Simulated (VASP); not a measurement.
A run of VASP 6.6.1 is set up as follows.

Contents of INCAR:

```
SYSTEM = BN
  PREC = Accurate
  ENCUT = 520
  EDIFF = 1E-6
  ISMEAR = 0
  SIGMA = 0.05
  LREAL = .FALSE.
  LASPH = .TRUE.
  NELM = 60
  ALGO = Normal
  ISIF = 2
  LWAVE = .FALSE.
  LCHARG = .FALSE.
  GGA = CA
  NBANDS = 16
```

KPOINTS

```
regular mesh
0
G
  12 12 6
  0 0 0
```

File POSCAR:

```
BN
1.0
    2.7582547698      0.0000000000      0.0000000000
   -1.3791273849      2.3887187008      0.0000000000
    0.0000000000      0.0000000000      4.5650034000
B N
2 2
Direct
    0.6666666667      0.3333333333      0.9997240000
    0.3333333333      0.6666666667      0.4997240000
    0.6666666667      0.3333333333      0.6252760000
    0.3333333333      0.6666666667      0.1252760000
```

Potentials or basis: VASP PAW LDA potentials, release 64 (B, N).

Command:

```sh
$ cat potpaw_LDA.64/B/POTCAR potpaw_LDA.64/N/POTCAR > POTCAR
$ mpirun -np 1 vasp_std > vasp.out
```

Task: Predict the largest force.

Result: 0.159 eV/Å.

Task: Predict the pressure.

Result: -65.1 GPa.

Task: Estimate the band gap on the k mesh.

Result: 5.17 eV, indirect (least direct gap 6.61 eV).

Stress tensor (GPa, compression positive):
```
-64.82   0.00   0.00
  0.00 -64.82   0.00
  0.00   0.00 -65.71
```

Caveat: the cell differs from its parent crystal (strain +0.080 along x and y, +0.080 along z). A k mesh can miss the band edges.
